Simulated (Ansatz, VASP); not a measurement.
## Two plane-wave programs on SiC

```
CELL_PARAMETERS angstrom
-2.20978 -0.02764 -2.23609
-2.15580 -4.37956 2.12684
-2.17536 4.45439 2.25694
ATOMIC_POSITIONS crystal
Si 0.06316 0.80382 0.28223
Si 0.55664 0.26093 0.23683
Si 0.51783 0.75345 0.70189
Si 0.96741 0.26555 0.76568
C 0.50735 0.90435 0.17603
C 0.99728 0.32624 0.08156
C 0.91413 0.80878 0.62920
C 0.47619 0.37689 0.62658
```

Change from the starting cell: cell x4, atoms moved at random (sigma 0.15 Å) and cell strained at random (1.5 %), then relaxed without symmetry.

Alike in both runs: task relaxation of cell and atoms; functional PBE; k mesh 4 × 4 × 4; occupations gaussian, width 0.1 eV; no spin polarisation.

```csv
,VASP,Ansatz
version,VASP 6.6.1,Ansatz 0.2.0
potentials or method,"VASP PAW PBE potentials, release 64 (Si, C), cutoff 600 eV","scalar-relativistic, plane waves, PAW"
valence electrons in the cell,32,32
```

|  | VASP | Ansatz | Ansatz less VASP |
| --- | --- | --- | --- |
| gap on the k mesh at the Fermi level, each at its own relaxed structure (eV) | 1.33 | 1.33 | -0.004 |
| relaxed volume (Å³/atom) | 10.49 | 10.51 | +0.013 |
| relaxed cell length with the largest relative difference (Å) | 3.102 | 3.105 | +0.0027 |

The k mesh is coarse, so the values compare programs but aren't converged.
